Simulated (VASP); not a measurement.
A run of VASP 6.6.1:

POSCAR

```
Al
1.0
    0.0000000000      2.0248050000      2.0248050000
    2.0248050000      0.0000000000      2.0248050000
    2.0248050000      2.0248050000      0.0000000000
Al
1
Direct
    0.0000000000      0.0000000000      0.0000000000
```

Contents of INCAR.step1:

```
SYSTEM = Al
PREC     = Accurate       ! precision mode
ENCUT    = 520            ! plane-wave cutoff, eV
ISMEAR   = 1              ! smearing method
SIGMA    = 0.5            ! smearing width, eV
LREAL    = .False.        ! projectors in reciprocal space
LASPH    = .True.         ! aspherical terms in the spheres
NELM     = 60             ! most SCF steps
NBANDS   = 8              ! bands
GGA      = PE             ! functional
ALGO     = Normal         ! electronic algorithm
EDIFF    = 1E-4           ! SCF threshold, eV
LWAVE    = .True.         ! write WAVECAR
LCHARG   = .False.        ! write CHGCAR
```

The input INCAR.step2:

```
SYSTEM = Al
PREC     = Accurate       ! precision mode
ENCUT    = 520            ! plane-wave cutoff, eV
EDIFF    = 1E-6           ! SCF threshold, eV
ISMEAR   = 1              ! smearing method
SIGMA    = 0.5            ! smearing width, eV
LREAL    = .False.        ! projectors in reciprocal space
LASPH    = .True.         ! aspherical terms in the spheres
NELM     = 60             ! most SCF steps
ALGO     = Normal         ! electronic algorithm
ISIF     = 2              ! what is computed and relaxed
LWAVE    = .False.        ! write WAVECAR
LCHARG   = .False.        ! write CHGCAR
METAGGA  = R2SCAN         ! meta-GGA
LMIXTAU  = .True.       
NBANDS   = 8              ! bands
ISTART   = 1
```

KPOINTS

```
regular mesh
0
Gamma
  12 12 12
  0 0 0
```

Potentials or basis: VASP PAW PBE potentials, release 64 (Al).

Command:

```console
$ cat potpaw_PBE.64/Al/POTCAR > POTCAR
$ cp INCAR.step1 INCAR
$ mpirun -np 1 vasp_std > vasp.out
$ cp INCAR.step2 INCAR
$ mpirun -np 1 vasp_std > vasp.out
```

Hardware: 1 thread of AMD EPYC 7R13 Processor (Zen 3), with other jobs on the host.

Task: Estimate the wall time of this run.

Result: Wall time 30 s on 1 thread of AMD EPYC 7R13 Processor (Zen 3), with other jobs on the host, peak memory 0.11 GiB. Counts: k points 72.
